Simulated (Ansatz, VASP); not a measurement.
# One calculation of GaN, two programs

File INCAR:

```
ALGO = Normal ; EDIFF = 1E-6
ENCUT = 520 ; GGA = PE
ISIF = 2 ; ISMEAR = 0
LASPH = True ; LCHARG = False
LREAL = False ; LWAVE = False
NBANDS = 16 ; NELM = 100
PREC = Accurate ; SIGMA = 0.01
```

File KPOINTS:

```
k-points
0
Gamma
  8 8 8
```

File POSCAR:

```
GaN
1.0
    0.0000000000      2.2967255614      2.2967255614
    2.2967255614      0.0000000000      2.2967255614
    2.2967255614      2.2967255614      0.0000000000
Ga N
1 1
Direct
    0.0000000000      0.0000000000      0.0000000000
    0.7500000000      0.7500000000      0.7500000000
```

Input for Ansatz:

```yaml
crystal:
  lattice:
    - [0.0, 2.2967255614, 2.2967255614]
    - [2.2967255614, 0.0, 2.2967255614]
    - [2.2967255614, 2.2967255614, 0.0]
  atoms:
    - { symbol: Ga, position: [0.0, 0.0, 0.0] }
    - { symbol: "N", position: [0.75, 0.75, 0.75] }
kpoints:
  mp_grid: { grid: [8, 8, 8] }
hamiltonian:
  xc: pbe
scf:
  occupations: { method: fixed }
  n_extra_bands: 4
output:
  forces: true
  stress: true
  eigenvalues: true
```

Alike in both runs: task single point; functional PBE; k mesh 8 × 8 × 8; no spin polarisation.

```csv
,VASP,Ansatz
version,VASP 6.6.1,Ansatz 0.2.0
potentials or method,"VASP PAW PBE potentials, release 64 (Ga_d, N)","plane waves, PAW"
plane-wave cutoff (eV),520,420
occupations,"gaussian, width 0.01 eV",fixed
valence electrons in the cell,18,18
```

```tsv
	VASP	Ansatz	Ansatz less VASP
gap on the k mesh at the Fermi level (eV)	1.36	1.35	-0.005
pressure (GPa)	-4.6	-4.8	-0.14
```
